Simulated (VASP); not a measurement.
Set up this calculation in VASP 6.6.1, as the native input.

```
Task                   : single point
Functional             : revPBE
Potentials or basis    : VASP PAW PBE potentials, release 64 (As)
Cutoff                 : 520 eV
k mesh                 : 14 × 14 × 4
Occupations            : fermi-dirac, width 0.1 eV
Spin                   : no spin polarisation
Dipole correction      : no
Further INCAR settings : ALGO = Normal; EDIFF = 1e-07; NBANDS = 18
```

The structure of As lies in POSCAR:

```
As
1.0
    2.9894665845      0.0000000000      0.0000000000
   -1.4947332922      2.5889540059      0.0000000000
    0.0000000000      0.0000000000     10.1176843270
As
4
Direct
    0.0000000000      0.0000000000      0.0000000000
    0.0000000000      0.0000000000      0.5000000000
    0.3333333333      0.6666666667      0.2500000000
    0.6666666667      0.3333333333      0.7500000000
```

These files were run (other wordings do the same):

INCAR

```
SYSTEM = As
PREC = Accurate
ENCUT = 520
EDIFF = 1E-7
ISMEAR = -1
SIGMA = 0.1
LREAL = .False.
LASPH = .True.
NELM = 100
ALGO = Normal
ISIF = 2
LWAVE = .False.
LCHARG = .False.
GGA = RE
NBANDS = 18
```

KPOINTS

```
regular mesh
0
Gamma
  14 14 4
  0 0 0
```

Potentials or basis: VASP PAW PBE potentials, release 64 (As).

Run with:

```sh
$ cat potpaw_PBE.64/As/POTCAR > POTCAR
$ mpirun -np 1 vasp_std > vasp.out
```

It gave:

```
Pressure               : -0.1 GPa
Band gap on the k mesh : zero (band 10 reaches 11.23 eV, above the bottom of band 11 at 3.76 eV)
```

Caveat: the PAW data sets were made with another functional, which shifts forces and pressure a little.

It took 59 s on 1 thread of Intel(R) Xeon(R) Platinum 8259CL CPU @ 2.50GHz (Skylake/Cascade Lake) (shared host), peak memory 0.24 GiB.
